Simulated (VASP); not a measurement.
Runs of VASP 6.6.1 on Mg. The structure is that of space group I4/mmm (No. 139), or close to it. The cells are those of the table. 

```tsv
level	cell	k mesh	cutoff (eV)	smearing	dipole correction	tolerance level	purpose	gap on the mesh (eV)	pressure (GPa)
pbesol exchange, pbe correlation	a = 3.072 Å, angles 107.2, 107.2, 114.2°, 1 atom	11 × 11 × 11	600	tetrahedron	no	-	-	none	0.3
pbesol exchange, pbe correlation	a = 3.113 Å, angles 107.2, 107.2, 114.2°, 1 atom	11 × 11 × 11	600	tetrahedron	no	-	-	none	-1.2
r2SCAN	a = 3.072 Å, angles 107.2, 107.2, 114.2°, 1 atom	11 × 11 × 11	520	gaussian 0.01 eV	no	-	-	none	0.5
pbesol exchange, pbe correlation	a = 3.050 Å, angles 107.2, 107.2, 114.2°, 1 atom	11 × 11 × 11	600	tetrahedron	no	-	-	none	1.2
r2SCAN	a = 3.113 Å, angles 107.2, 107.2, 114.2°, 1 atom	11 × 11 × 11	520	gaussian 0.01 eV	no	-	-	none	(b)
pbesol exchange, pbe correlation	a = 3.153 Å, angles 107.2, 107.2, 114.2°, 1 atom	11 × 11 × 11	600	tetrahedron	no	-	-	none	-2.4
r2SCAN	a = 3.050 Å, angles 107.2, 107.2, 114.2°, 1 atom	11 × 11 × 11	520	gaussian 0.01 eV	no	-	-	none	(a)
MS2	a = 3.106 Å, angles 107.5, 107.5, 113.4°, 1 atom	21 × 21 × 21	600	fermi-dirac 0.02 eV	-	screening	stress	none	-0.6
```

Alike in all rows: task single point; potentials or basis VASP PAW PBE potentials, release 64 (Mg); no spin polarisation.

Q: Estimate the missing entries.

A: (a) 1.4; (b) -1.1.

Caveats: the PAW data sets were made with another functional, which shifts forces and pressure a little; tetrahedron occupations give inexact forces and stress in metals (at least some runs).

A gap of «none» marks levels without a gap at the run's occupations.
